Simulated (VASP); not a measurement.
Runs of VASP 6.6.1 on Mo. The structure is that of space group Fm-3m (No. 225), or close to it. The cells are those of the table. 

```csv
cell,gap on the mesh (eV),pressure (GPa)
"a = 2.786, b = 2.786, c = 2.807 Å, angles 59.7, 59.7, 60.5°, 1 atom",none,-1.5
"a = 2.914, b = 2.914, c = 2.935 Å, angles 59.8, 59.8, 60.5°, 1 atom",none,(c)
"a = 2.807, b = 2.807, c = 2.764 Å, angles 60.5, 60.5, 59.0°, 1 atom",none,-1.4
"a = 2.828, b = 2.828, c = 2.850 Å, angles 59.8, 59.8, 60.5°, 1 atom",none,-12.4
"a = 2.829, b = 2.829, c = 2.764 Å, angles 60.8, 60.8, 58.5°, 1 atom",none,-5.2
"a = 2.786, b = 2.786, c = 2.764 Å, angles 60.3, 60.3, 59.5°, 1 atom",none,(a)
"a = 2.851, b = 2.851, c = 2.764 Å, angles 61.0, 61.0, 58.0°, 1 atom",none,-8.7
"a = 2.828, b = 2.828, c = 2.807 Å, angles 60.3, 60.3, 59.5°, 1 atom",none,(b)
"a = 2.807, b = 2.807, c = 2.850 Å, angles 59.5, 59.5, 61.0°, 1 atom",none,-8.9
```

Alike in all rows: task single point; level LDA; potentials or basis VASP PAW LDA potentials, release 64 (Mo_sv); no spin polarisation; k mesh 20 × 20 × 20; cutoff (eV) 520; smearing gaussian 0.15 eV.

**Question.** Fill in the values left out.

**Answer.** (a) 2.6; (b) -9.0; (c) -28.2.

Caveats: the cell stands under tension (at least some runs); the stress differs along the axes, from -3 to 2 GPa (at least some runs); the stress differs along the axes, from -7 to -1 GPa (at least some runs); the stress differs along the axes, from -11 to -3 GPa (at least some runs); the stress differs along the axes, from -13 to -7 GPa (at least some runs).

A k mesh can miss the band edges, and the runs leave out spin-orbit coupling on Mo.

A gap of «none» marks levels without a gap at the run's occupations.
